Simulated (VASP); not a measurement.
Input of a VASP 6.6.1 run:

File POSCAR:

```
Sn
1.0
   -2.9401404553      2.9401404553      1.5993019889
    2.9401404553     -2.9401404553      1.5993019889
    2.9401404553      2.9401404553     -1.5993019889
Sn
2
Direct
    0.0000000000      0.0000000000      0.0000000000
    0.7500000000      0.2500000000      0.5000000000
```

Contents of INCAR.step1:

```
SYSTEM = Sn
  PREC = Accurate
  ENCUT = 520
  ISMEAR = -1
  SIGMA = 0.05
  LREAL = .False.
  LASPH = .True.
  NELM = 100
  NBANDS = 21
  GGA = PE
  ALGO = Normal
  EDIFF = 1E-4
  LWAVE = .True.
  LCHARG = .False.
```

The input INCAR.step2:

```
SYSTEM = Sn
  PREC = Accurate
  ENCUT = 520
  EDIFF = 1E-7
  ISMEAR = -1
  SIGMA = 0.05
  LREAL = .False.
  LASPH = .True.
  NELM = 100
  ALGO = Normal
  ISIF = 2
  LWAVE = .False.
  LCHARG = .False.
  METAGGA = R2SCAN
  LMIXTAU = .True.
  NBANDS = 21
  ISTART = 1
```

File KPOINTS:

```
regular mesh
0
Gamma
  5 5 5
  0 0 0
```

Potentials or basis: VASP PAW PBE potentials, release 64 (Sn_d).

Run with:

```sh
$ cat potpaw_PBE.64/Sn_d/POTCAR > POTCAR
$ cp INCAR.step1 INCAR
$ mpirun -np 1 vasp_std > vasp.out
$ cp INCAR.step2 INCAR
$ mpirun -np 1 vasp_std > vasp.out
```

Task: Estimate the band gap on the k mesh.

Result: Zero (band 14 reaches 9.10 eV, above the bottom of band 15 at 6.47 eV).

Task: What does it give for the pressure?

Result: 0.4 GPa.

Stress tensor (GPa, compression positive):
```
 2.41  0.00  0.00
 0.00  2.41  0.00
 0.00  0.00 -3.73
```

Caveat: the k points lie up to 0.45 Å⁻¹ apart; the PAW data sets were made with another functional, which shifts forces and pressure a little; spin-orbit coupling is left out, which moves the levels of the heavy elements.
